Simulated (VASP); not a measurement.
Input of a VASP 6.6.1 run:

Contents of INCAR:

```
SYSTEM = WCl
PREC = Accurate
ENCUT = 600
EDIFF = 1E-7
ISMEAR = 0
SIGMA = 0.1
LREAL = .False.
LASPH = .True.
NELM = 80
ALGO = Normal
ISIF = 3
LWAVE = .False.
LCHARG = .False.
GGA = PE
IBRION = 2
NSW = 100
EDIFFG = -0.01
```

The input KPOINTS:

```
Automatic mesh
0
Gamma
  12 12 12
  0 0 0
```

The input POSCAR:

```
WCl
1.0
    1.6378004059      0.9455845052      9.5785752608
   -1.6378004059      0.9455845052      9.5785752608
    0.0000000000     -1.8911690104      9.5785752608
W Cl
2 2
Direct
    0.6374447664      0.6374447664      0.6374447664
    0.3625552336      0.3625552336      0.3625552336
    0.9035559383      0.9035559383      0.9035559383
    0.0964440617      0.0964440617      0.0964440617
```

Potentials or basis: VASP PAW PBE potentials, release 64 (W_sv, Cl).

Launch:

```console
$ cat potpaw_PBE.64/W_sv/POTCAR potpaw_PBE.64/Cl/POTCAR > POTCAR
$ mpirun -np 1 vasp_std > vasp.out
```

**Question.** Estimate the relaxed volume.

**Answer.** 22.27 Å³/atom.

**Question.** What does it give for the band gap on the k mesh?

**Answer.** Zero (bands 21 and 22 overlap by 2.00 eV).

**Question.** Estimate the relaxed cell.

**Answer.** a = 9.767 Å, b = 9.767 Å, c = 9.767 Å, α = 19.31°, β = 19.31°, γ = 19.31°.

Final structure:
```
CELL_PARAMETERS angstrom
1.63824 0.94584 9.58188
-1.63824 0.94584 9.58188
0.00000 -1.89168 9.58188
ATOMIC_POSITIONS crystal
W 0.63743 0.63743 0.63743
W 0.36257 0.36257 0.36257
Cl 0.90355 0.90355 0.90355
Cl 0.09645 0.09645 0.09645
```

Caveat: spin-orbit coupling is left out, which moves the levels of the heavy elements.
